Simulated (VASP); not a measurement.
# BeS (Fm-3m) in VASP: a series of runs

Aim: see how the results for BeS move with the level of theory and the settings. Levels: HSE06, PBE0, HF, r2SCAN0. Tasks: single point.

Everything below comes from runs of VASP 6.6.1. Logs are shortened: lines on timing, memory, paths and dates and some standing lists are left out, and cuts for length are marked.

## Step 1: The cell of the first run

Symmetry: Fm-3m, No. 225, cubic system. Conventional cell: a = 4.635 Å, b = 4.635 Å, c = 4.635 Å, α = 90.00°, β = 90.00°, γ = 90.00°. Within 3.1 Å of Be (site symmetry m-3m) lie 6 S at 2.32 Å. S (site symmetry m-3m) has 6 Be at 2.32 Å within 3.1 Å.

## Step 2: Single point, HSE06

POSCAR reads:

```
BeS
1.0
    0.0000000000      2.3172971938      2.3172971938
    2.3172971938      0.0000000000      2.3172971938
    2.3172971938      2.3172971938      0.0000000000
Be S
1 1
Direct
    0.0000000000      0.0000000000      0.0000000000
    0.5000000000      0.5000000000      0.5000000000
```

INCAR.step1 reads:

```
SYSTEM = BeS
PREC     = Accurate       ! precision mode
ENCUT    = 520            ! plane-wave cutoff, eV
EDIFF    = 1E-5           ! SCF threshold, eV
ISMEAR   = 0              ! smearing method
SIGMA    = 0.01           ! smearing width, eV
LREAL    = .False.        ! projectors in reciprocal space
LASPH    = .True.         ! aspherical terms in the spheres
NELM     = 100            ! most SCF steps
ALGO     = Normal         ! electronic algorithm
ISIF     = 2              ! what is computed and relaxed
LWAVE    = .True.         ! write WAVECAR
NBANDS   = 11             ! bands
GGA      = PE             ! functional
```

INCAR.step2 reads:

```
SYSTEM = BeS
PREC     = Accurate       ! precision mode
ENCUT    = 520            ! plane-wave cutoff, eV
EDIFF    = 1E-6           ! SCF threshold, eV
ISMEAR   = 0              ! smearing method
SIGMA    = 0.01           ! smearing width, eV
LREAL    = .False.        ! projectors in reciprocal space
LASPH    = .True.         ! aspherical terms in the spheres
NELM     = 100            ! most SCF steps
ALGO     = Normal         ! electronic algorithm
ISIF     = 2              ! what is computed and relaxed
LWAVE    = .False.        ! write WAVECAR
LCHARG   = .True.         ! write CHGCAR
GGA      = PE             ! functional
LHFCALC  = .True.         ! exact exchange
HFSCREEN = 0.2079         ! screening, 1/A
PRECFOCK = Normal       
LELF     = .True.         ! ELF
LVHAR    = .True.       
NBANDS   = 11             ! bands
ISTART   = 1
```

KPOINTS reads:

```
regular mesh
0
Gamma
  6 6 6
  0 0 0
```

Potentials or basis: VASP PAW PBE potentials, release 64 (Be, S).

Command:

```
> cat potpaw_PBE.64/Be/POTCAR potpaw_PBE.64/S/POTCAR > POTCAR
> cp INCAR.step1 INCAR
> mpirun -np 1 vasp_std > vasp.out
> cp INCAR.step2 INCAR
> mpirun -np 1 vasp_std > vasp.out
```

OUTCAR:

```text
SYSTEM = BeS
   PREC = Accurate
   ENCUT = 520
   EDIFF = 1E-6
   ISMEAR = 0
   LREAL = .False.
   LASPH = .True.
   NELM = 100
   ISIF = 2
   GGA = PE
   LHFCALC = .True.
   HFSCREEN = 0.2079
   PRECFOCK = Normal
   ISTART = 1

 ion  position               nearest neighbor table
   1  0.000  0.000  0.000-   2 2.32   2 2.32   2 2.32   2 2.32   2 2.32   2 2.32
   2  0.500  0.500  0.500-   1 2.32   1 2.32   1 2.32   1 2.32   1 2.32   1 2.32

  LATTYP: Found a face centered cubic cell.
 ALAT       =     4.6345943876

  Lattice vectors:

 A1 = (   0.0000000000,   2.3172971938,   2.3172971938)
 A2 = (   2.3172971938,   0.0000000000,   2.3172971938)
 A3 = (   2.3172971938,   2.3172971938,   0.0000000000)

Analysis of symmetry for initial positions (statically):
=====================================================================
 Subroutine PRICEL returns:
 Original cell was already a primitive cell.

 Routine SETGRP: Setting up the symmetry group for a
 face centered cubic supercell.

 Subroutine GETGRP returns: Found 48 space group operations
 (whereof 48 operations were pure point group operations)
 out of a pool of 48 trial point group operations.

The static configuration has the point symmetry O_h .

Analysis of symmetry for dynamics (positions and initial velocities):
=====================================================================
 Subroutine PRICEL returns:
 Original cell was already a primitive cell.

 Routine SETGRP: Setting up the symmetry group for a
 face centered cubic supercell.

 Subroutine GETGRP returns: Found 48 space group operations
 (whereof 48 operations were pure point group operations)
 out of a pool of 48 trial point group operations.

The dynamic configuration has the point symmetry O_h .

 Subroutine INISYM returns: Found 48 space group operations
 (whereof 48 operations are pure point group operations),
 and found     1 'primitive' translations

----------------------------------------------------------------------------------------

                                     Primitive cell

  volume of cell :      24.8872

  direct lattice vectors                    reciprocal lattice vectors
     0.000000000  2.317297194  2.317297194    -0.215768612  0.215768612  0.215768612
     2.317297194  0.000000000  2.317297194     0.215768612 -0.215768612  0.215768612
     2.317297194  2.317297194  0.000000000     0.215768612  0.215768612 -0.215768612

  length of vectors
     3.277153120  3.277153120  3.277153120     0.373722199  0.373722199  0.373722199

  position of ions in fractional coordinates (direct lattice)
     0.000000000  0.000000000  0.000000000
     0.500000000  0.500000000  0.500000000

  ion indices of the primitive-cell ions
   primitive index   ion index
                 1           1
                 2           2

----------------------------------------------------------------------------------------

 KPOINTS: regular mesh

Automatic generation of k-mesh.
 Grid dimensions read from file:
 generate k-points for:    6    6    6

 Generating k-lattice:

  Cartesian coordinates                     Fractional coordinates (reciprocal lattice)
    -0.035961435  0.035961435  0.035961435     0.166666667  0.000000000  0.000000000
     0.035961435 -0.035961435  0.035961435     0.000000000  0.166666667  0.000000000
     0.035961435  0.035961435 -0.035961435     0.000000000  0.000000000  0.166666667

  Length of vectors
     0.062287033  0.062287033  0.062287033

  Shift w.r.t. Gamma in fractional coordinates (k-lattice)
     0.000000000  0.000000000  0.000000000

 Subroutine IBZKPT returns following result:
 ===========================================

 Found     16 irreducible k-points:

 Following reciprocal coordinates:
            Coordinates               Weight
  0.000000  0.000000  0.000000      1.000000
  0.166667  0.000000  0.000000      8.000000
  0.333333  0.000000  0.000000      8.000000
  0.500000  0.000000  0.000000      4.000000
  0.166667  0.166667  0.000000      6.000000
  0.333333  0.166667  0.000000     24.000000
[... 8 lines left out ...]
 -0.333333  0.333333  0.166667     24.000000
 -0.333333  0.500000  0.166667     12.000000
   k-points           NKPTS =     16   k-points in BZ     NKDIM =    216   number of bands    NBANDS=     11
   number of dos      NEDOS =    301   number of ions     NIONS =      2
   total plane-waves  NPLWV =  13824
   dimension x,y,z NGX =    24 NGY =   24 NGZ =   24
   dimension x,y,z NGXF=    48 NGYF=   48 NGZF=   48
   ions per type =               1   1
   NGX,Y,Z   is equivalent  to a cutoff of  12.17, 12.17, 12.17 a.u.
   NGXF,Y,Z  is equivalent  to a cutoff of  24.35, 24.35, 24.35 a.u.
 SYSTEM =  BeS
   PREC   = accura    normal or accurate (medium, high low for compatibility)
   ISTART =      1    job   : 0-new  1-cont  2-samecut
   ICHARG =      0    charge: 1-file 2-atom 10-const
   ISPIN  =      1    spin polarized calculation?
   LNONCOLLINEAR =      F non collinear calculations
   LSORBIT =      F    spin-orbit coupling
   LASPH  =      T    aspherical Exc in radial PAW
   ENCUT  =  520.0 eV  38.22 Ry    6.18 a.u.   6.09  6.09  6.09*2*pi/ulx,y,z
   NELM   =    100;   NELMIN=  2; NELMDL=  0     # of ELM steps
   EDIFF  = 0.1E-05   stopping-criterion for ELM
   LREAL  =      F    real-space projection
   EDIFFG = 0.1E-04   stopping-criterion for IOM
   NSW    =      0    number of steps for IOM
   IBRION =     -1    ionic relax: 0-MD 1-quasi-New 2-CG
   NFREE  =      0    steps in history (QN), initial steepest desc. (CG)
   ISIF   =      2    stress and relaxation
   ISYM   =      3    0-nonsym 1-usesym 2-fastsym
   POTIM  = 0.5000    time-step for ionic-motion
   TEBEG  =    0.0;   TEEND  =   0.0 temperature during run
   PSTRESS=    0.0 pullay stress
   NELECT =       8.0000    total number of electrons
   NUPDOWN=      -1.0000    fix difference up-down
   EMIN   =  10.00;   EMAX   =-10.00  energy-range for DOS
   EFERMI =   0.00;   METHOD = LEGACY
   ISMEAR =     0;   SIGMA  =   0.01  broadening in eV -4-tet -1-fermi 0-gaus
   EFERMI_NEDOS =   21; number of points for ismear=-14 and -15
   IALGO  =     38    algorithm
   IMIX   =      1    mixing-type and parameters
     AMIX     =   0.40;   BMIX     =  1.00
     AMIX_MAG =   1.60;   BMIX_MAG =  1.00
  volume/ion in A,a.u.               =      12.44        83.97
  Fermi-wavevector in a.u.,A,eV,Ry     =   1.121450  2.119232 17.111356  1.257649
  Thomas-Fermi vector in A             =   2.258103
   LORBIT       =      0    0 simple, 1 ext, 2 COOP (PROOUT), +10 PAW based schemes
   GGA     = PE    functional components
   LHFCALC =     T    Hartree Fock is set to
   PRECFOCK=normal    Normal, Fast or Accurate (Low or Medium for compatibility)
   ENCUT4O =  -1.0   cutoff for four orbital integrals eV
   NKREDX  =     1    reduce k-point grid by
   NKREDY  =     1    reduce k-point grid by
   NKREDZ  =     1    reduce k-point grid by
   AEXX    =    0.2500 exact exchange contribution
   HFSCREEN=    0.2079 screening length (either q_TF or 0.3 A-1)
   HFSCREENC=   0.2079 screening length for correlation (either q_TF or 0.3 A-1)
   ENCUTFOCK=  -1.0 apply spherical cutoff to Coloumb kernel
   IVDW    =     0    specifies the selected vdW correction
   LEPSILON=     F    determine dielectric tensor
   LRPA    =     F    only Hartree local field effects (RPA)
 non-spin polarized calculation
 Gauss-broadening in eV      SIGMA  =   0.01
  energy-cutoff  :      520.00
  volume of cell :       24.89
 maximum number of plane-waves:       692
  NGX = 20; NGY = 20; NGZ = 20

 number of electron       7.9999998 magnetization

 Free energy of the ion-electron system (eV)
  ---------------------------------------------------
  ext. energy  EPLUGINS =         0.00000000
  ---------------------------------------------------
  free energy    TOTEN  =       -10.16805874 eV

  energy without entropy =      -10.16805874  energy(sigma->0) =      -10.16805874

 E-fermi :   6.1177     XC(G=0):  -8.7676

 val. band max:        6.0661058591   @ k =  -0.1667   0.1667   0.0000
 cond. band min:       7.8077194574   @ k =   0.5000   0.5000   0.0000
 fundamental gap:      1.7416135983
 Fermi energy:         6.1176809186

 k-point     1 :       0.0000    0.0000    0.0000
  band No.  band energies     occupation
      1     -10.5669      2.00000
      2       5.7483      2.00000
      3       5.7483      2.00000
      4       5.7483      2.00000
      5      12.5043      0.00000
      6      16.0141      0.00000
      7      16.0141      0.00000
      8      16.0141      0.00000
      9      17.1136      0.00000
     10      17.1136      0.00000
     11      17.1136      0.00000

 k-point     2 :       0.1667    0.0000    0.0000
  band No.  band energies     occupation
      1     -10.1230      2.00000
      2       3.4212      2.00000
      3       5.6440      2.00000
      4       5.6440      2.00000
      5      12.8575      0.00000
      6      14.3102      0.00000
      7      14.3102      0.00000
      8      16.0423      0.00000
      9      17.2832      0.00000
     10      17.2832      0.00000
     11      17.7696      0.00000

 k-point     3 :       0.3333    0.0000    0.0000
  band No.  band energies     occupation
      1      -8.9586      2.00000
      2      -0.1099      2.00000
      3       5.5290      2.00000
      4       5.5290      2.00000
      5      11.6962      0.00000
      6      11.9052      0.00000
      7      11.9052      0.00000
      8      17.5394      0.00000
      9      19.8081      0.00000
     10      20.2424      0.00000
     11      20.2424      0.00000
[... 155 lines left out ...]
 k-point    15 :      -0.3333    0.3333    0.1667
  band No.  band energies     occupation
      1      -7.2622      2.00000
      2      -0.7165      2.00000
      3       1.1878      2.00000
      4       3.0403      2.00000
      5      11.5984      0.00000
      6      12.1746      0.00000
      7      16.5234      0.00000
      8      17.6384      0.00000
      9      20.0312      0.00000
     10      20.3737      0.00000
     11      24.9605      0.00000

 k-point    16 :      -0.3333    0.5000    0.1667
  band No.  band energies     occupation
      1      -6.9092      2.00000
      2      -0.6687      2.00000
      3       1.1701      2.00000
      4       1.9730      2.00000
      5      10.1184      0.00000
      6      14.0231      0.00000
      7      15.0103      0.00000
      8      19.1208      0.00000
      9      20.1058      0.00000
     10      22.2938      0.00000
     11      25.9487      0.00000

------------------------ aborting loop because EDIFF is reached ----------------------------------------

  FORCE on cell =-STRESS in cart. coord.  units (eV):
  Direction    XX          YY          ZZ          XY          YZ          ZX
  --------------------------------------------------------------------------------------
  -------------------------------------------------------------------------------------
  Total       -0.3064139     -0.3064139     -0.3064139     -0.0000000     -0.0000000     -0.0000000
  in kB      -19.7262202    -19.7262202    -19.7262202     -0.0000000     -0.0000000     -0.0000000
  external PRESSURE =     -19.7262202 kB  Pullay stress =       0.0000000 kB

 VOLUME and BASIS-vectors are now :
 -----------------------------------------------------------------------------
  energy-cutoff  :      520.00
  volume of cell :       24.89
      direct lattice vectors                 reciprocal lattice vectors
     0.000000000  2.317297194  2.317297194    -0.215768612  0.215768612  0.215768612
     2.317297194  0.000000000  2.317297194     0.215768612 -0.215768612  0.215768612
     2.317297194  2.317297194  0.000000000     0.215768612  0.215768612 -0.215768612

 POSITION                                       TOTAL-FORCE (eV/Angst)
 -----------------------------------------------------------------------------------
      0.00000      0.00000      0.00000         0.000000      0.000000      0.000000
      2.31730      2.31730      2.31730        -0.000000      0.000000      0.000000
 -----------------------------------------------------------------------------------
    total drift:                               -0.000000     -0.000000     -0.000000

  FREE ENERGIE OF THE ION-ELECTRON SYSTEM (eV)
  ---------------------------------------------------
  free  energy   TOTEN  =       -10.1680587425 eV

  energy  without entropy=      -10.1680587425  energy(sigma->0) =      -10.16805874
```

Run time: 5.6 min. Hardware: 1 thread of AMD EPYC 9R45 (Zen 5), shared host; peak memory 0.21 GiB.

Results:

```yaml
Free_energy: -10.1681 eV
Pressure: -2.0 GPa
Band_gap_on_the_k_mesh: 1.74 eV (least direct gap 5.20 eV)
```

Levels at points of the mesh, in eV from the valence-band top:
```
           k point  band 1  band 2  band 3  band 4  band 5  band 6  band 7  band 8  band 9
(0.00, 0.00, 0.00)  -16.63   -0.32   -0.32   -0.32    6.44    9.95    9.95    9.95   11.05
(0.50, 0.00, 0.00)  -14.15   -7.95   -0.55   -0.55    4.94    4.94    5.13   11.61   17.11
(0.50, 0.50, 0.00)  -13.00   -7.42   -3.46   -3.46    1.74    5.20   13.39   13.39   15.32
```

Caveat: the PAW data sets were made with another functional, which shifts forces and pressure a little.

## Step 3: Single point, PBE0

POSCAR is that of step 2.

INCAR.step1 reads:

```
SYSTEM = BeS
PREC = Accurate ; ENCUT = 520
EDIFF = 1E-5 ; ISMEAR = 0
SIGMA = 0.01 ; LREAL = .FALSE.
LASPH = .TRUE. ; NELM = 80
ALGO = Normal ; ISIF = 2
LWAVE = .TRUE. ; LCHARG = .FALSE.
NBANDS = 11 ; GGA = PE
```

INCAR.step2 reads:

```
SYSTEM = BeS
PREC = Accurate ; ENCUT = 520
EDIFF = 1E-6 ; ISMEAR = 0
SIGMA = 0.01 ; LREAL = .FALSE.
LASPH = .TRUE. ; NELM = 80
ALGO = Normal ; ISIF = 2
LWAVE = .FALSE. ; LCHARG = .FALSE.
GGA = PE ; LHFCALC = .TRUE.
AEXX = 0.25 ; PRECFOCK = Normal
NBANDS = 11 ; ISTART = 1
```

KPOINTS reads:

```
regular mesh
0
G
  6 6 6
  0 0 0
```

Potentials or basis: VASP PAW PBE potentials, release 64 (Be, S).

Command:

```
> cat potpaw_PBE.64/Be/POTCAR potpaw_PBE.64/S/POTCAR > POTCAR
> cp INCAR.step1 INCAR
> mpirun -np 1 vasp_std > vasp.out
> cp INCAR.step2 INCAR
> mpirun -np 1 vasp_std > vasp.out
```

Run time: 5.6 min. Hardware: 1 thread of AMD EPYC 9R45 (Zen 5), shared host; peak memory 0.12 GiB.

It converged, with:

* Free energy: -10.7750 eV
* Pressure: -1.9 GPa
* Band gap on the k mesh: 2.47 eV (least direct gap 5.95 eV)

Levels at points of the mesh, in eV from the valence-band top:
| k point | band 1 | band 2 | band 3 | band 4 | band 5 | band 6 | band 7 | band 8 | band 9 |
| --- | --- | --- | --- | --- | --- | --- | --- | --- | --- |
| (0.00, 0.00, 0.00) | -16.70 | -0.33 | -0.33 | -0.33 | 7.17 | 10.70 | 10.70 | 10.70 | 11.81 |
| (0.50, 0.00, 0.00) | -14.21 | -8.02 | -0.55 | -0.55 | 5.68 | 5.68 | 5.85 | 12.37 | 17.89 |
| (0.50, 0.50, 0.00) | -13.06 | -7.49 | -3.49 | -3.49 | 2.47 | 5.93 | 14.16 | 14.16 | 16.09 |

Caveat: the PAW data sets were made with another functional, which shifts forces and pressure a little.

## Step 4: Single point, HF

POSCAR is that of step 3.

INCAR.step1 reads:

```
  ALGO = Normal
  EDIFF = 1E-5
  ENCUT = 520
  GGA = PE
  ISIF = 2
  ISMEAR = 0
  LASPH = T
  LCHARG = F
  LREAL = F
  LWAVE = T
  NBANDS = 11
  NELM = 60
  PREC = Accurate
  SIGMA = 0.01
```

INCAR.step2 reads:

```
  AEXX = 1.0
  AGGAC = 0.0
  ALDAC = 0.0
  ALGO = Normal
  EDIFF = 1E-6
  ENCUT = 520
  GGA = PE
  ISIF = 2
  ISMEAR = 0
  ISTART = 1
  LASPH = T
  LCHARG = F
  LHFCALC = T
  LREAL = F
  LWAVE = F
  NBANDS = 11
  NELM = 60
  PREC = Accurate
  PRECFOCK = Normal
  SIGMA = 0.01
```

KPOINTS reads:

```
k-points
0
Gamma
  6 6 6
```

Command:

```
> cat potpaw_PBE.64/Be/POTCAR potpaw_PBE.64/S/POTCAR > POTCAR
> cp INCAR.step1 INCAR
> mpirun -np 1 vasp_std > vasp.out
> cp INCAR.step2 INCAR
> mpirun -np 1 vasp_std > vasp.out
```

It took 8.4 min on 1 thread of AMD EPYC 9R45 (Zen 5), shared host; peak memory 0.12 GiB.

The run converged. Its results:

```
Free energy            : -14.1038 eV
Pressure               : 7.0 GPa
Band gap on the k mesh : 7.67 eV (least direct gap 11.90 eV)
```

Levels at points of the mesh, in eV from the valence-band top:
| k point | band 1 | band 2 | band 3 | band 4 | band 5 | band 6 | band 7 | band 8 | band 9 |
| --- | --- | --- | --- | --- | --- | --- | --- | --- | --- |
| (0.00, 0.00, 0.00) | -21.11 | -0.38 | -0.38 | -0.38 | 13.62 | 16.83 | 16.83 | 16.83 | 18.93 |
| (0.50, 0.00, 0.00) | -18.03 | -9.90 | -0.67 | -0.67 | 11.43 | 11.43 | 11.79 | 19.42 | 25.25 |
| (0.50, 0.50, 0.00) | -16.63 | -9.15 | -4.23 | -4.23 | 7.67 | 11.51 | 21.66 | 21.66 | 23.94 |

Caveat: the cell stands under pressure; the PAW data sets were made with another functional, which shifts forces and pressure a little. A k mesh can miss the band edges.

## Step 5: Single point, r2SCAN0

POSCAR is that of step 4.

INCAR.step1 reads:

```
SYSTEM = BeS
PREC = Accurate
ENCUT = 520
EDIFF = 1E-5
ISMEAR = 0
SIGMA = 0.01
LREAL = .False.
LASPH = .True.
NELM = 60
ALGO = Normal
ISIF = 2
LWAVE = .True.
LCHARG = .False.
GGA = PE
NBANDS = 11
```

INCAR.step2 reads:

```
SYSTEM = BeS
PREC = Accurate
ENCUT = 520
EDIFF = 1E-6
ISMEAR = 0
SIGMA = 0.01
LREAL = .False.
LASPH = .True.
NELM = 60
ALGO = Normal
ISIF = 2
LWAVE = .False.
LCHARG = .False.
METAGGA = R2SCAN
LHFCALC = .True.
AEXX = 0.25
LMIXTAU = .True.
PRECFOCK = Normal
ISTART = 1
NBANDS = 11
```

KPOINTS reads:

```
Automatic mesh
0
Gamma
  6 6 6
  0 0 0
```

Command:

```
> cat potpaw_PBE.64/Be/POTCAR potpaw_PBE.64/S/POTCAR > POTCAR
> cp INCAR.step1 INCAR
> mpirun -np 1 vasp_std > vasp.out
> cp INCAR.step2 INCAR
> mpirun -np 1 vasp_std > vasp.out
```

It took 8.9 min on 1 thread of Intel Xeon Platinum 8259CL at 2.50GHz (Skylake/Cascade Lake), shared host; peak memory 0.15 GiB.

It converged, with:

```yaml
Free_energy: -14.2399 eV
Pressure: -1.2 GPa
Band_gap_on_the_k_mesh: 2.72 eV (least direct gap 6.25 eV)
```

Levels at points of the mesh, in eV from the valence-band top:
```csv
k point,band 1,band 2,band 3,band 4,band 5,band 6,band 7,band 8
"(0.00, 0.00, 0.00)",-17.09,-0.31,-0.31,-0.31,7.72,11.03,11.03,11.03
"(0.50, 0.00, 0.00)",-14.54,-8.15,-0.57,-0.57,6.03,6.03,6.29,13.00
"(0.50, 0.50, 0.00)",-13.37,-7.59,-3.53,-3.53,2.72,6.26,14.91,14.91
```

Caveat: the PAW data sets were made with another functional, which shifts forces and pressure a little. A k mesh can miss the band edges.

## Step 6: Overview

| level | share of exact exchange | screening parameter | gap on the mesh (eV) | pressure (GPa) |
| --- | --- | --- | --- | --- |
| HSE06 | 0.25 | 0.2079 1/Å | 1.74 | -2.0 |
| PBE0 | 0.25 | - | 2.47 | -1.9 |
| HF | 1 | - | 7.67 | 7.0 |
| r2SCAN0 | 0.25 | - | 2.72 | -1.2 |

Alike in all rows: task single point; potentials or basis VASP PAW PBE potentials, release 64 (Be, S); no spin polarisation; cell as given; k mesh 6 × 6 × 6; cutoff (eV) 520; smearing gaussian 0.01 eV.

On the cell as given the gap runs from 1.74 eV (HSE06) to 7.67 eV (HF). The pressure there spans -2.0 GPa (HSE06) to 7.0 GPa (HF); a positive pressure means that this level wants a larger cell, a negative one a smaller.

Caveats: the PAW data sets were made with another functional, which shifts forces and pressure a little; the cell stands under pressure (at least some runs).

Absolute energies hang on the potentials; compare differences alone.
